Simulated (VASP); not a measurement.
Crystal: Bi.

```
Bi
1.0
     3.23838    0.00000    0.00000
     0.00000    3.22164    0.00000
    -0.08045    0.00000    6.44389
Bi
2
Cartesian
  1.7022 0.0000 4.8302
  1.4558 0.0000 1.6137
```

Base run:

- Program: VASP 6.6.1
- Functional: PBEsol
- Potentials or basis: VASP PAW PBE potentials, release 64 (Bi_d)
- Cutoff: 520 eV
- k mesh: 8 × 8 × 4
- Occupations: fermi-dirac, width 0.05 eV
- Spin: no spin polarisation

Its results: band gap on the k mesh zero (band 15 reaches 10.55 eV, above the bottom of band 16 at 4.25 eV); pressure -0.5 GPa; largest force 0.013 eV/Å.

Question: The run is repeated on the same cell with these changes: functional from PBEsol to r2SCAN; further incar settings from ALGO = Fast; EDIFF = 1e-06; NBANDS = 22 to ALGO = Normal; EDIFF = 1e-06; NBANDS = 22. What comes out?

Answer: Band gap on the k mesh zero (band 15 reaches 10.83 eV, above the bottom of band 16 at 4.13 eV); pressure 1.1 GPa; largest force 0.025 eV/Å.

Caveats: the PAW data sets were made with another functional, which shifts forces and pressure a little; spin-orbit coupling is left out, which moves the levels of the heavy elements.
